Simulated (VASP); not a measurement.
# O in VASP: further runs, part 2 of 2

VASP 6.6.1.

## Step 3: Relaxation of the atoms, LDA, collinear spin, ferromagnetic start

The input, INCAR:

```
SYSTEM = O
ALGO = Normal
EDIFF = 1E-6
EDIFFG = -0.3
ENCUT = 520
GGA = CA
IBRION = 2
ISIF = 2
ISMEAR = -1
ISPIN = 2
LASPH = .True.
LCHARG = .False.
LORBIT = 11
LREAL = Auto
LWAVE = .False.
MAGMOM = 1 1 1 1 1 1 1 1 1 1 1 1 1 1 1 1
NELM = 150
NSW = 35
PREC = Accurate
SIGMA = 0.02
```

The input, KPOINTS:

```
k-points
0
Gamma
  1 1 1
  0 0 0
```

The input, POSCAR:

```
O
1.0
    7.2176520000      0.0000000000      0.0000000000
    0.0000000000      7.2176520000      0.0000000000
    0.0000000000      0.0000000000      7.2176520000
O
16
Direct
    0.1033132000      0.6461125000      0.1615173000
    0.2456262000      0.5569243000      0.1216137000
    0.3128315000      0.7460287000      0.7304234000
    0.1747634000      0.7939046000      0.6385271000
    0.3462105000      0.1905758000      0.5946770000
    0.4784096000      0.2763198000      0.6651835000
    0.8487781000      0.3128103000      0.9436501000
    0.8656741000      0.3274345000      0.7724763000
    0.7265021000      0.0321493000      0.3933053000
    0.5811115000      0.1063618000      0.3371458000
    0.6669005000      0.7353231000      0.9641380000
    0.7065535000      0.7572427000      0.7975637000
    0.2160107000     -0.0277012000      0.1081635000
    0.1202325000      0.1137577000      0.0833496000
    0.5941055000      0.6646811000      0.4256780000
    0.6444335000      0.5005072000      0.4433938000
```

Potentials or basis: VASP PAW LDA potentials, release 64 (O).

Run with:

```
> cat potpaw_LDA.64/O/POTCAR > POTCAR
> mpirun -np 1 vasp_gam > vasp.out
```

OUTCAR:

```text
SYSTEM = O
   EDIFF = 1E-6
   EDIFFG = -0.3
   ENCUT = 520
   GGA = CA
   IBRION = 2
   ISIF = 2
   ISMEAR = -1
   ISPIN = 2
   LASPH = .True.
   LORBIT = 11
   LREAL = Auto
   NELM = 150
   NSW = 35
   PREC = Accurate

 ion  position               nearest neighbor table
   1  0.103  0.646  0.162-   2 1.25
   2  0.246  0.557  0.122-   1 1.25
   3  0.313  0.746  0.730-   4 1.25
   4  0.175  0.794  0.639-   3 1.25
   5  0.346  0.191  0.595-   6 1.25
   6  0.478  0.276  0.665-   5 1.25
[... 8 lines left out ...]
  15  0.594  0.665  0.426-  16 1.25
  16  0.644  0.501  0.443-  15 1.25

  LATTYP: Found a simple cubic cell.
 ALAT       =     7.2176520000

  Lattice vectors:

 A1 = (   7.2176520000,   0.0000000000,   0.0000000000)
 A2 = (   0.0000000000,   7.2176520000,   0.0000000000)
 A3 = (   0.0000000000,   0.0000000000,   7.2176520000)

Analysis of symmetry for initial positions (statically):
=====================================================================
 Subroutine PRICEL returns:
 Original cell was already a primitive cell.

 Routine SETGRP: Setting up the symmetry group for a
 simple cubic supercell.

 Subroutine GETGRP returns: Found  1 space group operations
 (whereof  1 operations were pure point group operations)
 out of a pool of 48 trial point group operations.

The static configuration has the point symmetry C_1 .

Analysis of symmetry for dynamics (positions and initial velocities):
=====================================================================
 Subroutine PRICEL returns:
 Original cell was already a primitive cell.

 Routine SETGRP: Setting up the symmetry group for a
 simple cubic supercell.

 Subroutine GETGRP returns: Found  1 space group operations
 (whereof  1 operations were pure point group operations)
 out of a pool of 48 trial point group operations.

The dynamic configuration has the point symmetry C_1 .

Analysis of structural, dynamic, and magnetic symmetry:
=====================================================================
 Subroutine PRICEL returns:
 Original cell was already a primitive cell.

 Routine SETGRP: Setting up the symmetry group for a
 simple cubic supercell.

 Subroutine GETGRP returns: Found  1 space group operations
 (whereof  1 operations were pure point group operations)
 out of a pool of 48 trial point group operations.

The overall configuration has the point symmetry C_1 .

 Subroutine INISYM returns: Found  1 space group operations
 (whereof  1 operations are pure point group operations),
 and found     1 'primitive' translations

----------------------------------------------------------------------------------------

                                     Primitive cell

  volume of cell :     376.0000

  direct lattice vectors                    reciprocal lattice vectors
     7.217652000  0.000000000  0.000000000     0.138549212  0.000000000  0.000000000
     0.000000000  7.217652000  0.000000000     0.000000000  0.138549212  0.000000000
     0.000000000  0.000000000  7.217652000     0.000000000  0.000000000  0.138549212

[... 96 lines left out ...]
   TEBEG  =    0.0;   TEEND  =   0.0 temperature during run
   PSTRESS=    0.0 pullay stress
   NELECT =      96.0000    total number of electrons
   NUPDOWN=      -1.0000    fix difference up-down
   EMIN   =  10.00;   EMAX   =-10.00  energy-range for DOS
   EFERMI =   0.00;   METHOD = LEGACY
   ISMEAR =    -1;   SIGMA  =   0.02  broadening in eV -4-tet -1-fermi 0-gaus
   EFERMI_NEDOS =   21; number of points for ismear=-14 and -15
   IALGO  =     38    algorithm
   IMIX   =      4    mixing-type and parameters
     AMIX     =   0.40;   BMIX     =  1.00
     AMIX_MAG =   1.60;   BMIX_MAG =  1.00
  volume/ion in A,a.u.               =      23.50       158.59
  Fermi-wavevector in a.u.,A,eV,Ry     =   1.038570  1.962614 14.675633  1.078629
  Thomas-Fermi vector in A             =   2.173061
   LORBIT       =     11    0 simple, 1 ext, 2 COOP (PROOUT), +10 PAW based schemes
   GGA     = CA    functional components
   LHFCALC =     F    Hartree Fock is set to
   AEXX    =    0.0000 exact exchange contribution
   IVDW    =     0    specifies the selected vdW correction
   LEPSILON=     F    determine dielectric tensor
   LRPA    =     F    only Hartree local field effects (RPA)
 conjugate gradient relaxation of ions
 spin polarized calculation
  energy-cutoff  :      520.00
  volume of cell :      376.00
 maximum number of plane-waves:      5066
 NGX is ok and might be reduce to    54
   NGX = 27   NGY = 27   NGZ = 27

--------------------------------------- Ionic step        1  -------------------------------------------

 number of electron      96.0000009 magnetization      16.0000010

 Free energy of the ion-electron system (eV)
  ---------------------------------------------------
  ext. energy  EPLUGINS =         0.00000000
  ---------------------------------------------------
  free energy    TOTEN  =       -84.15729885 eV

  energy without entropy =      -84.15729885  energy(sigma->0) =      -84.15729885

------------------------ aborting loop because EDIFF is reached ----------------------------------------

  FORCE on cell =-STRESS in cart. coord.  units (eV):
  Direction    XX          YY          ZZ          XY          YZ          ZX
  --------------------------------------------------------------------------------------
  -------------------------------------------------------------------------------------
  Total       -7.2197906     -5.2551054     -6.2636673      2.8583191      0.5529102     -1.6458827
  in kB      -30.7643233    -22.3925831    -26.6901766     12.1796125      2.3560114     -7.0132874
  external PRESSURE =     -26.6156943 kB  Pullay stress =       0.0000000 kB
[... 137 lines left out ...]
--------------------------------------- Ionic step        4  -------------------------------------------

 number of electron      96.0000027 magnetization      16.0000013

 Free energy of the ion-electron system (eV)
  ---------------------------------------------------
  ext. energy  EPLUGINS =         0.00000000
  ---------------------------------------------------
  free energy    TOTEN  =       -84.33059944 eV

  energy without entropy =      -84.33059944  energy(sigma->0) =      -84.33059944

 E-fermi :  -2.9354     XC(G=0):  -6.5304

 val. band max:       -3.5030124174   @ k =   0.0000   0.0000   0.0000
 cond. band min:      -2.4512156142   @ k =   0.0000   0.0000   0.0000
 fundamental gap:      1.0517968032
 Fermi energy:        -2.9354355466

 spin component 1

 k-point     1 :       0.0000    0.0000    0.0000
  band No.  band energies     occupation
      1     -29.8469      1.00000
      2     -29.8180      1.00000
      3     -29.7962      1.00000
      4     -29.7641      1.00000
      5     -29.7397      1.00000
      6     -29.7202      1.00000
[... 52 lines left out ...]
     59       3.8934      0.00000
     60       4.0199      0.00000
 Fermi energy:        -2.9354355466

 spin component 2

 k-point     1 :       0.0000    0.0000    0.0000
  band No.  band energies     occupation
      1     -28.6200      1.00000
      2     -28.5905      1.00000
      3     -28.5678      1.00000
      4     -28.5382      1.00000
      5     -28.5121      1.00000
      6     -28.4916      1.00000
[... 52 lines left out ...]
     59       4.2713      0.00000
     60       4.5131      0.00000
 [bands above 60 left out]

------------------------ aborting loop because EDIFF is reached ----------------------------------------

  FORCE on cell =-STRESS in cart. coord.  units (eV):
  Direction    XX          YY          ZZ          XY          YZ          ZX
  --------------------------------------------------------------------------------------
  -------------------------------------------------------------------------------------
  Total       -0.7029560     -0.2991902     -0.8956402      0.0578474     -0.2467111     -0.3296375
  in kB       -2.9953732     -1.2748822     -3.8164216      0.2464943     -1.0512634     -1.4046219
  external PRESSURE =      -2.6955590 kB  Pullay stress =       0.0000000 kB
[... 31 lines left out ...]
  FREE ENERGIE OF THE ION-ELECTRON SYSTEM (eV)
  ---------------------------------------------------
  free  energy   TOTEN  =       -84.3305994380 eV

  energy  without entropy=      -84.3305994379  energy(sigma->0) =      -84.33059944

 reached required accuracy - stopping structural energy minimisation

 total charge

# of ion       s       p       d       tot
------------------------------------------
    1        1.602   3.286   0.000   4.888
    2        1.601   3.285   0.000   4.887
    3        1.602   3.286   0.000   4.887
    4        1.602   3.283   0.000   4.885
    5        1.602   3.286   0.000   4.888
    6        1.603   3.286   0.000   4.889
[... 8 lines left out ...]
   15        1.602   3.284   0.000   4.886
   16        1.603   3.283   0.000   4.886
--------------------------------------------------
tot         25.634  52.559   0.000  78.193

 magnetization (x)

# of ion       s       p       d       tot
------------------------------------------
    1        0.009   0.803   0.000   0.812
    2        0.008   0.794   0.000   0.802
    3        0.008   0.796   0.000   0.804
    4        0.008   0.800   0.000   0.808
    5        0.008   0.799   0.000   0.808
    6        0.009   0.799   0.000   0.808
[... 8 lines left out ...]
   15        0.008   0.797   0.000   0.805
   16        0.009   0.804   0.000   0.813
--------------------------------------------------
tot          0.134  12.774   0.000  12.909
```

It took 2 min on 1 thread of Intel Xeon Platinum 8488C (Sapphire Rapids), shared host; peak memory 0.31 GiB.

What came out:

```
Free energy                                           : -84.3306 eV
Energy gained by relaxing                             : 10.8 meV/atom
Ionic steps                                           : 4
Pressure after relaxing                               : -0.3 GPa
Largest force after relaxing                          : 0.278 eV/Å
Band gap on the k mesh                                : 1.05 eV
Net moment                                            : 16.00 μB per cell
Site moments                                          : O +0.81, +0.80 μB
Valence electrons inside the program's atomic spheres : O 4.89, 4.88
```

Forces on the atoms (eV/Å):
```
O   -0.114 -0.252  0.029
O    0.033  0.001 -0.002
O   -0.016  0.012  0.019
O   -0.004  0.000 -0.006
O   -0.151  0.018  0.154
O   -0.085 -0.085  0.139
O   -0.074  0.065 -0.022
O    0.004  0.003 -0.021
O    0.059  0.015 -0.003
O    0.099 -0.069 -0.164
O    0.002 -0.011  0.009
O    0.013 -0.008  0.032
O    0.160  0.154 -0.031
O    0.005  0.050  0.013
O    0.000  0.028 -0.045
O    0.068  0.078 -0.103
```

Step by step:
| step | energy change (eV) | largest force (eV/Å) | pressure (GPa) |
| --- | --- | --- | --- |
| 1 | 0.0000 | 1.7932 | -2.66 |
| 2 | 8.6161 | 19.3028 | 22.50 |
| 3 | -0.1718 | 0.3194 | -0.01 |
| 4 | -0.1733 | 0.2777 | -0.27 |

Final structure:
```yaml
crystal:
  lattice:
    - [7.21765, 0.00000, 0.00000]
    - [0.00000, 7.21765, 0.00000]
    - [0.00000, 0.00000, 7.21765]
  atoms:
    - { symbol: O, position: [0.10460, 0.64499, 0.16116] }
    - { symbol: O, position: [0.24426, 0.55779, 0.12200] }
    - { symbol: O, position: [0.31146, 0.74651, 0.72954] }
    - { symbol: O, position: [0.17611, 0.79344, 0.63943] }
    - { symbol: O, position: [0.34735, 0.19143, 0.59552] }
    - { symbol: O, position: [0.47702, 0.27539, 0.66463] }
    - { symbol: O, position: [0.84887, 0.31302, 0.94196] }
    - { symbol: O, position: [0.86551, 0.32730, 0.77412] }
    - { symbol: O, position: [0.72516, 0.03288, 0.39276] }
    - { symbol: O, position: [0.58261, 0.10558, 0.33752] }
    - { symbol: O, position: [0.66728, 0.73552, 0.96257] }
    - { symbol: O, position: [0.70619, 0.75703, 0.79917] }
    - { symbol: O, position: [0.21522, 0.97385, 0.10789] }
    - { symbol: O, position: [0.12119, 0.11241, 0.08361] }
    - { symbol: O, position: [0.59458, 0.66316, 0.42580] }
    - { symbol: O, position: [0.64402, 0.50213, 0.44312] }
```

Caveat: the k points lie up to 0.87 Å⁻¹ apart; the standard files for N, O and F lose accuracy on very short bonds; the relaxation stopped at a loose force limit of 0.3 eV/Å, so its end isn't a converged minimum.
